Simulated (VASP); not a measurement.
# LiBe16 (a cell with a defect) in VASP: notebook, part 3 of 3

VASP 6.6.1. Earlier steps stand in the parts before.

### Step 5. Single point, PBE

INCAR reads:

```
SYSTEM = LiBe16
  ALGO = Normal
  EDIFF = 1E-7
  ENCUT = 520
  GGA = PE
  ISIF = 2
  ISMEAR = -1
  LASPH = .TRUE.
  LCHARG = .FALSE.
  LREAL = Auto
  LWAVE = .FALSE.
  NBANDS = 32
  NELM = 80
  PREC = Accurate
  SIGMA = 0.15
```

KPOINTS reads:

```
k-points
0
G
  3 3 2
  0 0 0
```

POSCAR reads:

```
LiBe16
1.0
   -2.2900000000     -3.9663960000      0.0000000000
    3.4350000000     -1.9831980000      0.0000000000
    0.0000000000      0.0000000000      7.1768600000
Be Li
16 1
Direct
    0.7387145306      0.3738737336     -0.0210119746
    0.5148971367      0.2503098815      0.2306440421
    0.7588667161      0.4643682037      0.5120484446
    0.4806216452      0.3831509658      0.7543410349
    0.5261331373     -0.1267409362      0.0058660751
    0.2850248586      0.8162465578      0.2803733109
    0.5002119455     -0.0127262430      0.5102649348
    0.2896658980      0.8101411664      0.7437793130
    0.1593977669      0.5553481473      0.0079979267
   -0.0099916690      0.3753185088      0.2443547735
    0.2601145267      0.5431040076      0.4986721212
    0.0094791225      0.3131316421      0.7311693415
    0.1655666764      0.0919207246     -0.0540208392
    0.6731917005      0.7391874801      0.3017893619
   -0.0241917732      0.0103641454      0.4794157891
    0.7640182938      0.8701606675      0.8050456606
   -0.0834135569      0.9328625778      0.1136569475
```

Potentials or basis: VASP PAW PBE potentials, release 64 (Be, Li_sv).

The run is started by

```bash
> cat potpaw_PBE.64/Be/POTCAR potpaw_PBE.64/Li_sv/POTCAR > POTCAR
> mpirun -np 1 vasp_std > vasp.out
```

OUTCAR:

```text
SYSTEM = LiBe16
   EDIFF = 1E-7
   ENCUT = 520
   GGA = PE
   ISIF = 2
   ISMEAR = -1
   LASPH = .TRUE.
   LREAL = Auto
   NELM = 80
   PREC = Accurate

 ion  position               nearest neighbor table
   1  0.739  0.374  0.979-   4 2.00   9 2.07   2 2.13  17 2.16  12 2.18   5 2.22   5 2.22  10 2.23
                            13 2.26  16 2.33  16 2.36
   2  0.515  0.250  0.231-   6 2.05  14 2.13   1 2.13   5 2.20  14 2.21  10 2.23   7 2.26  17 2.38

   3  0.759  0.464  0.512-  14 1.90  12 2.04  15 2.07   4 2.18  10 2.22   7 2.23  11 2.31  11 2.32
[... 9 lines left out ...]
   8  0.290  0.810  0.744-   4 1.91  13 1.92   7 2.06  11 2.06   5 2.18  16 2.23   9 2.23  12 2.35
                            12 2.37
   9  0.159  0.555  0.008-  13 1.89  10 2.00  17 2.01   1 2.07   5 2.10  13 2.17   8 2.23   6 2.29
                            12 2.31
  10  0.990  0.375  0.244-   9 2.00  17 2.02  14 2.09   3 2.22  15 2.22   6 2.23   1 2.23   2 2.23
                            11 2.30  17 2.43
  11  0.260  0.543  0.499-   6 1.91   8 2.06   7 2.08   4 2.19  12 2.22  15 2.27  10 2.30   3 2.31
                             3 2.32
  12  0.009  0.313  0.731-  13 1.91   3 2.04  16 2.15  15 2.17   1 2.18   4 2.18  11 2.22   9 2.31
                             8 2.35   8 2.37
  13  0.166  0.092  0.946-  17 1.77   9 1.89  12 1.91   5 1.91   8 1.92   9 2.17   1 2.26  16 2.28
                             4 2.30
  14  0.673  0.739  0.302-   6 1.81   3 1.90  17 1.91   7 1.96  10 2.09   2 2.13  15 2.17   2 2.21
                             5 2.29
  15  0.976  0.010  0.479-   3 2.07   6 2.15  14 2.17  12 2.17   7 2.19  10 2.22  11 2.27
  16  0.764  0.870  0.805-   5 1.81  12 2.15   8 2.23  13 2.28   1 2.33  17 2.34   4 2.36   1 2.36

  17  0.917  0.933  0.114-  13 1.77  14 1.91   5 1.96   9 2.01  10 2.02   6 2.12   1 2.16  16 2.34
                             2 2.38  10 2.43

  LATTYP: Found a simple orthorhombic cell.
 ALAT       =     3.9663962620
 B/A-ratio  =     1.1547004875
 C/A-ratio  =     1.8094157835

  Lattice vectors:

 A1 = (  -3.4350000000,   1.9831980000,   0.0000000000)
 A2 = (  -2.2900000000,  -3.9663960000,   0.0000000000)
 A3 = (   0.0000000000,   0.0000000000,   7.1768600000)

[... 167 lines left out ...]
   LHFCALC =     F    Hartree Fock is set to
   AEXX    =    0.0000 exact exchange contribution
   IVDW    =     0    specifies the selected vdW correction
   LEPSILON=     F    determine dielectric tensor
   LRPA    =     F    only Hartree local field effects (RPA)
 non-spin polarized calculation
  energy-cutoff  :      520.00
  volume of cell :      130.38
 maximum number of plane-waves:      3531
 NGX is ok and might be reduce to    36
   NGX = 17   NGY = 15   NGZ = 27

 number of electron      35.0000000 magnetization

 Free energy of the ion-electron system (eV)
  ---------------------------------------------------
  ext. energy  EPLUGINS =         0.00000000
  ---------------------------------------------------
  free energy    TOTEN  =       -55.05589323 eV

  energy without entropy =      -54.85309520  energy(sigma->0) =      -54.95449422

 E-fermi :   6.9773     XC(G=0): -10.6348

 val. band max:        6.9399724460   @ k =   0.0000   0.3333   0.5000
 cond. band min:       6.9776560253   @ k =   0.3333   0.3333   0.0000
 fundamental gap:      0.0376835793
 Fermi energy:         6.9772649779

 k-point     1 :       0.0000    0.0000    0.0000
  band No.  band energies     occupation
      1     -38.8495      2.00000
      2      -4.0671      2.00000
      3      -2.2701      2.00000
      4      -1.6659      2.00000
      5       0.9274      2.00000
      6       1.1351      2.00000
[... 309 lines left out ...]
     28      12.4843      0.00000
     29      12.8176      0.00000
 [bands above 29 left out]

------------------------ aborting loop because EDIFF is reached ----------------------------------------

  FORCE on cell =-STRESS in cart. coord.  units (eV):
  Direction    XX          YY          ZZ          XY          YZ          ZX
  --------------------------------------------------------------------------------------
  -------------------------------------------------------------------------------------
  Total       13.4575485     13.0855548     15.8410722      2.6553372      6.2390059     -1.2891734
  in kB      165.3790567    160.8076473    194.6700464     32.6312892     76.6707923    -15.8425790
  external PRESSURE =     173.6189168 kB  Pullay stress =       0.0000000 kB

 VOLUME and BASIS-vectors are now :
 -----------------------------------------------------------------------------
  energy-cutoff  :      520.00
  volume of cell :      130.38
      direct lattice vectors                 reciprocal lattice vectors
    -2.290000000 -3.966396000  0.000000000    -0.109170306 -0.189088533  0.000000000
     3.435000000 -1.983198000  0.000000000     0.218340611 -0.126059022  0.000000000
     0.000000000  0.000000000  7.176860000     0.000000000  0.000000000  0.139336702

 POSITION                                       TOTAL-FORCE (eV/Angst)
 -----------------------------------------------------------------------------------
     -0.40740     -3.67150      7.02606        -0.169638     -0.565359      0.563290
     -0.31930     -2.53870      1.65530         0.314574     -0.109849      0.660190
     -0.14270     -3.93090      3.67490         0.345139      0.098065      0.349092
      0.21550     -2.66620      5.41380        -1.655434      0.715386     -0.207830
      1.79480     -3.81870      0.04210         0.300907      1.703467      2.051694
      2.15110     -2.74930      2.01220         1.602307      1.642663     -2.065449
[... 9 lines left out ...]
      1.23940     -4.75610      5.77770        -1.204037     -1.231574     -2.139862
      1.10540     -5.48560      0.81570        -0.263395      0.850290      0.909665
 -----------------------------------------------------------------------------------
    total drift:                                0.002367     -0.003028     -0.004225

  FREE ENERGIE OF THE ION-ELECTRON SYSTEM (eV)
  ---------------------------------------------------
  free  energy   TOTEN  =       -55.0558932298 eV

  energy  without entropy=      -54.8530952002  energy(sigma->0) =      -54.95449422
```

stdout:

```text
POSCAR found type information on POSCAR BeLi
 POSCAR found :  2 types and      17 ions
 scaLAPACK will be used
 LDA part: xc-table for (Slater+PW92), standard interpolation
 POSCAR, INCAR and KPOINTS ok, starting setup
 FFT: planning ... GRIDC
 FFT: planning ... GRID_SOFT
 FFT: planning ... GRID
 WAVECAR not read
 entering main loop
```

Run time: 41 s. Hardware: 1 thread of Intel Xeon Platinum 8488C (Sapphire Rapids), shared host; peak memory 0.23 GiB.

What came out:

```yaml
Free_energy: -55.0559 eV
Largest_force: 3.087 eV/Å
```

Forces on the atoms (eV/Å):
```
Be  -0.170 -0.565  0.563
Be   0.315 -0.110  0.660
Be   0.345  0.098  0.349
Be  -1.655  0.715 -0.208
Be   0.301  1.703  2.052
Be   1.602  1.643 -2.065
Be   0.414 -0.322  0.750
Be   1.850  0.778 -0.084
Be   0.182 -1.518 -1.153
Be   0.080 -0.556  0.913
Be  -1.571  0.959  0.471
Be   0.707 -0.613 -0.510
Be   0.321 -0.722 -0.425
Be  -0.376 -0.839 -0.219
Be  -0.875 -0.270  0.137
Be  -1.204 -1.232 -2.140
Li  -0.263  0.850  0.910
```

Levels at points of the mesh, in eV from the Fermi level:
```
           k point  band 14  band 15  band 16  band 17  band 18  band 19  band 20  band 21
(0.00, 0.00, 0.00)    -3.20    -2.58    -1.22    -0.28     0.06     0.74     1.08     1.35
(0.00, 0.00, 0.50)    -2.07    -1.90    -1.07    -0.83    -0.50     0.89     1.42     1.73
```

Caveat: the k points lie up to 0.53 Å⁻¹ apart; the cutoff is under 1.25 times the usual one of these potentials, so pressure, stress and relaxed cells hold a basis-set (Pulay) error.
